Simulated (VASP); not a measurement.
# Ni (Fm-3m) in VASP: single point with PBE

Aim: the single point of Ni with PBE.

Program: VASP 6.6.1. These are calculated values, not measurements. Logs are shortened: lines on timing, memory, paths and dates and some standing lists are left out, and cuts for length are marked.

**1. The cell of the first run**

It takes space group Fm-3m (No. 225, cubic). Conventional cell: a = 3.517 Å, b = 3.517 Å, c = 3.517 Å, α = 90.00°, β = 90.00°, γ = 90.00°. Within 3.3 Å of Ni (site symmetry m-3m) lie 12 Ni at 2.49 Å.

**2. Single point, PBE, collinear spin, antiferromagnetic start**

INCAR reads:

```
  PREC = Accurate
  ENCUT = 520
  EDIFF = 1E-6
  ISMEAR = -1
  SIGMA = 0.05
  LREAL = False
  LASPH = True
  NELM = 150
  ALGO = Normal
  ISIF = 2
  LWAVE = False
  LCHARG = True
  ISPIN = 2
  MAGMOM = 0.8 -0.8
  LORBIT = 11
  LMAXMIX = 4
  GGA = PE
  LELF = True
  LVHAR = True
  ISYM = 0
  NBANDS = 21
```

KPOINTS reads:

```
regular mesh
0
Gamma
  8 13 11
```

POSCAR reads:

```
Ni
1.0
   -1.7585000000     -3.5170000000     -1.7585000000
   -1.7585000000      0.0000000000     -1.7585000000
    1.7585000000      0.0000000000     -1.7585000000
Ni
2
Direct
    0.0000000000      0.0000000000      0.0000000000
    0.5000000000      0.0000000000      0.5000000000
```

Potentials or basis: VASP PAW PBE potentials, release 64 (Ni).

Started as:

```console
> cat potpaw_PBE.64/Ni/POTCAR > POTCAR
> mpirun -np 1 vasp_std > vasp.out
```

OUTCAR:

```text
PREC = Accurate
   ENCUT = 520
   EDIFF = 1E-6
   ISMEAR = -1
   LREAL = False
   LASPH = True
   NELM = 150
   ISIF = 2
   ISPIN = 2
   LORBIT = 11
   GGA = PE
   ISYM = 0

 ion  position               nearest neighbor table
   1  0.000  0.000  0.000-   2 2.49   2 2.49   2 2.49   2 2.49   2 2.49   2 2.49   2 2.49   2 2.49

   2  0.500  0.000  0.500-   1 2.49   1 2.49   1 2.49   1 2.49   1 2.49   1 2.49   1 2.49   1 2.49

IMPORTANT INFORMATION: All symmetrisations will be switched off!
NOSYMM: (Re-)initialisation of all symmetry stuff for point group C_1.

----------------------------------------------------------------------------------------

                                     Primitive cell

  volume of cell :      21.7514

  direct lattice vectors                    reciprocal lattice vectors
    -1.758500000 -3.517000000 -1.758500000     0.000000000 -0.284333239  0.000000000
    -1.758500000  0.000000000 -1.758500000    -0.284333239  0.284333239 -0.284333239
     1.758500000  0.000000000 -1.758500000     0.284333239  0.000000000 -0.284333239

  length of vectors
     4.307427713  2.486894549  2.486894549     0.284333239  0.492479615  0.402107922

  position of ions in fractional coordinates (direct lattice)
     0.000000000  0.000000000  0.000000000
     0.500000000  0.000000000  0.500000000

  ion indices of the primitive-cell ions
   primitive index   ion index
                 1           1
                 2           2

----------------------------------------------------------------------------------------

 KPOINTS: regular mesh

Automatic generation of k-mesh.
 Grid dimensions read from file:
 generate k-points for:    8   13   11

 Generating k-lattice:

  Cartesian coordinates                     Fractional coordinates (reciprocal lattice)
     0.000000000 -0.035541655  0.000000000     0.125000000  0.000000000  0.000000000
    -0.021871788  0.021871788 -0.021871788     0.000000000  0.076923077  0.000000000
     0.025848476  0.000000000 -0.025848476     0.000000000  0.000000000  0.090909091

  Length of vectors
     0.035541655  0.037883047  0.036555266

  Shift w.r.t. Gamma in fractional coordinates (k-lattice)
     0.000000000  0.000000000  0.000000000

 -----------------------------------------------------------------------------
[... 90 lines left out ...]
     AMIX     =   0.40;   BMIX     =  1.00
     AMIX_MAG =   1.60;   BMIX_MAG =  1.00
  volume/ion in A,a.u.               =      10.88        73.39
  Fermi-wavevector in a.u.,A,eV,Ry     =   1.591924  3.008301 34.480204  2.534224
  Thomas-Fermi vector in A             =   2.690389
   LORBIT       =     11    0 simple, 1 ext, 2 COOP (PROOUT), +10 PAW based schemes
   GGA     = PE    functional components
   LHFCALC =     F    Hartree Fock is set to
   AEXX    =    0.0000 exact exchange contribution
   IVDW    =     0    specifies the selected vdW correction
   LEPSILON=     F    determine dielectric tensor
   LRPA    =     F    only Hartree local field effects (RPA)
 spin polarized calculation
  energy-cutoff  :      520.00
  volume of cell :       21.75
 maximum number of plane-waves:       606
   NGX = 15   NGY =  9   NGZ =  9

 number of electron      20.0000023 magnetization      -0.0000008

 number of electron      20.0000023 magnetization       0.0000413

 Free energy of the ion-electron system (eV)
  ---------------------------------------------------
  ext. energy  EPLUGINS =         0.00000000
  ---------------------------------------------------
  free energy    TOTEN  =       -10.85293011 eV

  energy without entropy =      -10.79551963  energy(sigma->0) =      -10.82422487

 E-fermi :   9.1927     XC(G=0): -13.2562

 val. band max:        9.1905746611   @ k =   0.3750  -0.0769   0.4545
 cond. band min:       9.1933979857   @ k =   0.0000   0.3846   0.0000
 fundamental gap:      0.0028233246
 Fermi energy:         9.1927028560

 spin component 1

 k-point     1 :       0.0000    0.0000    0.0000
  band No.  band energies     occupation
      1       0.3512      1.00000
      2       4.9183      1.00000
      3       5.5079      1.00000
      4       7.3403      1.00000
      5       7.3440      1.00000
      6       7.3487      1.00000
[... 565 lines left out ...]
     20      38.3391      0.00000
     21      38.6280      0.00000

 [... further k-points ...]

 spin component 2

 k-point     1 :       0.0000    0.0000    0.0000
  band No.  band energies     occupation
      1       0.3512      1.00000
      2       4.9183      1.00000
      3       5.5079      1.00000
      4       7.3404      1.00000
      5       7.3441      1.00000
      6       7.3487      1.00000
[... 565 lines left out ...]
     20      38.3391      0.00000
     21      38.6280      0.00000

 [... further k-points ...]

------------------------ aborting loop because EDIFF is reached ----------------------------------------

  FORCE on cell =-STRESS in cart. coord.  units (eV):
  Direction    XX          YY          ZZ          XY          YZ          ZX
  --------------------------------------------------------------------------------------
  -------------------------------------------------------------------------------------
  Total       -0.0921373     -0.1184102     -0.0921376     -0.0012020     -0.0012016     -0.0155230
  in kB       -6.7867015     -8.7219322     -6.7867304     -0.0885348     -0.0885086     -1.1434020
  external PRESSURE =      -7.4317880 kB  Pullay stress =       0.0000000 kB

 VOLUME and BASIS-vectors are now :
 -----------------------------------------------------------------------------
  energy-cutoff  :      520.00
  volume of cell :       21.75
      direct lattice vectors                 reciprocal lattice vectors
    -1.758500000 -3.517000000 -1.758500000     0.000000000 -0.284333239  0.000000000
    -1.758500000  0.000000000 -1.758500000    -0.284333239  0.284333239 -0.284333239
     1.758500000  0.000000000 -1.758500000     0.284333239  0.000000000 -0.284333239

 POSITION                                       TOTAL-FORCE (eV/Angst)
 -----------------------------------------------------------------------------------
      0.00000      0.00000      0.00000        -0.000000     -0.000000      0.000000
      0.00000     -1.75850     -1.75850         0.000000      0.000000     -0.000000
 -----------------------------------------------------------------------------------
    total drift:                               -0.000000      0.000000      0.000001

  FREE ENERGIE OF THE ION-ELECTRON SYSTEM (eV)
  ---------------------------------------------------
  free  energy   TOTEN  =       -10.8529301146 eV

  energy  without entropy=      -10.7955196316  energy(sigma->0) =      -10.82422487

 total charge

# of ion       s       p       d       tot
------------------------------------------
    1        0.494   0.493   8.325   9.313
    2        0.494   0.493   8.325   9.313
--------------------------------------------------
tot          0.988   0.987  16.650  18.625

 magnetization (x)

# of ion       s       p       d       tot
------------------------------------------
    1        0.000   0.001   0.091   0.092
    2       -0.000  -0.001  -0.091  -0.092
--------------------------------------------------
tot         -0.000  -0.000   0.000   0.000
```

Run time: 5.4 min. Hardware: 1 thread of AMD EPYC 9R45 (Zen 5), shared host; peak memory 0.4 GiB.

What came out:

* Free energy: -10.8529 eV
* Pressure: -0.7 GPa
* Band gap on the k mesh: zero (filled and empty bands overlap)
* Net moment: 0.00 μB per cell
* Site moments: Ni +0.09, -0.09 μB
* Valence electrons inside the program's atomic spheres: Ni 9.31
